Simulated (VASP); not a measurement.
**Ti6O: single point with PBEsol**

Ti6O, a slab with vacuum:

```
CELL_PARAMETERS angstrom
2.89997 0.00000 0.00000
0.00000 4.59058 0.00000
0.00000 0.00000 21.20625
ATOMIC_POSITIONS crystal
Ti 0.00000 0.75000 0.18862
Ti 0.50000 0.25000 0.22810
Ti 0.50000 0.75000 0.30705
Ti 0.00000 0.25000 0.34541
Ti 0.00000 0.75000 0.42055
Ti 0.50000 0.25000 0.45771
O 0.50000 0.35000 0.53098
```

```json
{
 "Program": "VASP 6.6.1",
 "Task": "single point",
 "Functional": "PBEsol",
 "Potentials or basis": "VASP PAW PBE potentials, release 64 (Ti_sv, O)",
 "Cutoff": "520 eV",
 "k mesh": "9 × 6 × 1",
 "Occupations": "gaussian, width 0.1 eV",
 "Spin": "no spin polarisation"
}
```

```json
{"Largest force": "0.573 eV/Å", "Band gap on the k mesh": "zero (bands 39 and 40 overlap by 0.66 eV)"}
```

Forces in eV/Å, atoms in the order of the input:
```
Ti   0.000  0.021  0.256
Ti   0.000 -0.028  0.146
Ti   0.000  0.039 -0.088
Ti   0.000 -0.040 -0.322
Ti   0.000 -0.267 -0.507
Ti   0.000 -0.118  0.156
O    0.000  0.393  0.359
```

Levels at points of the mesh, in eV from the Fermi level:
```
           k point  band 36  band 37  band 38  band 39  band 40  band 41  band 42  band 43
(0.00, 0.00, 0.00)    -0.55    -0.37     0.07     0.38     0.60     0.71     0.83     1.01
(0.00, 0.50, 0.00)    -0.70    -0.67    -0.13     0.04     0.23     0.37     0.51     0.84
```

Wall time 10 min on 1 thread of Intel(R) Xeon(R) Platinum 8559C (Emerald Rapids), with other jobs on the host, peak memory 0.45 GiB.

Caveat: the PAW data sets were made with another functional, which shifts forces and pressure a little.
